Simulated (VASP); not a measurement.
C, 14 atoms in the cell. The cell holds a sheet with vacuum, 14 atoms: a = 2.460 Å, b = 2.460 Å, c = 34.100 Å, α = 90.00°, β = 90.00°, γ = 120.00°. 

```yaml
Program: VASP 6.6.1
Task: single point
Functional: PBE
Dispersion: D3(BJ)
Potentials_or_basis: VASP PAW PBE potentials, release 64 (C)
Cutoff: 520 eV
k_mesh: 18 × 18 × 1
Occupations: fermi-dirac, width 0.05 eV
Spin: no spin polarisation
Dipole_correction: no
Further_INCAR_settings: ALGO = Normal; EDIFF = 1e-06; NBANDS = 41; NELMDL = -8
```

Potentials or basis: VASP PAW PBE potentials, release 64 (C).

Run with:

```sh
$ cat potpaw_PBE.64/C/POTCAR > POTCAR
$ mpirun -np 1 vasp_std > vasp.out
```

Hardware: 1 thread of Oxide Virtual Turin-like Processor (shared host).

Problem. How long does it take, and how much memory?

Solution. Wall time 13 min on 1 thread of Oxide Virtual Turin-like Processor, with other jobs on the host, peak memory 0.34 GiB. Counts: scf iterations 25, k points 37.
